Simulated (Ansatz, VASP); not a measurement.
**SiNi3: VASP beside Ansatz**

```
CELL_PARAMETERS angstrom
3.50626 0.00000 0.00000
0.00000 3.50626 0.00000
0.00000 0.00000 3.66404
ATOMIC_POSITIONS crystal
Si 0.00000 0.00000 0.00000
Ni 0.00000 0.50000 0.50000
Ni 0.50000 0.00000 0.50000
Ni 0.50000 0.50000 0.00000
```

Change from the starting cell: strain along c alone, the other axes held, atoms relaxed: +4.5 %.

Alike in both runs: task single point; functional PBE; k mesh 14 × 14 × 14; occupations gaussian, width 0.1 eV; no spin polarisation.

```csv
,VASP,Ansatz
version,VASP 6.6.1,Ansatz 0.2.0
potentials or method,"VASP PAW PBE potentials, release 64 (Si, Ni), cutoff 600 eV","scalar-relativistic, plane waves, PAW"
valence electrons in the cell,34,58
```

Ansatz gave:

- gap on the k mesh at the Fermi level (eV): none
- pressure (GPa): -8.3
- traceless stress, the component that is largest in VASP (GPa): -4.45

Question: Estimate VASP's values.

Answer: gap on the k mesh at the Fermi level (eV): none; pressure (GPa): -8.4; traceless stress, the component that is largest in VASP (GPa): -4.36.

A gap of «none» marks a metal or a gap that the smearing closes. With one functional, cell and mesh, what is left measures potentials, basis and numerics. VASP's potentials hold 34 valence electrons a cell and Ansatz's 58, so a difference there can come from the potentials and not from the codes.
